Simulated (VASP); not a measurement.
A run of VASP 6.6.1 is set up as follows.

INCAR

```
SYSTEM = CoSi
ALGO = Normal
EDIFF = 1E-7
ENCUT = 520
GGA = PS
ISIF = 2
ISMEAR = -1
LASPH = .True.
LCHARG = .False.
LREAL = .False.
LWAVE = .False.
NBANDS = 14
NELM = 60
PREC = Accurate
SIGMA = 0.05
```

The input KPOINTS:

```
k-points
0
Gamma
  14 14 14
  0 0 0
```

Contents of POSCAR:

```
CoSi
1.0
    0.0000000000      1.9859746287      1.9859746287
    1.9859746287      0.0000000000      1.9859746287
    1.9859746287      1.9859746287      0.0000000000
Co Si
1 1
Direct
    0.0000000000      0.0000000000      0.0000000000
    0.5000000000      0.5000000000      0.5000000000
```

Potentials or basis: VASP PAW PBE potentials, release 64 (Co, Si).

Run with:

```console
$ cat potpaw_PBE.64/Co/POTCAR potpaw_PBE.64/Si/POTCAR > POTCAR
$ mpirun -np 1 vasp_std > vasp.out
```

**Question.** What does it give for the pressure?

**Answer.** 208.6 GPa.

Caveat: the PAW data sets were made with another functional, which shifts forces and pressure a little. Spin polarisation is off, so any magnetic state and its effect on volume and gap are missing.
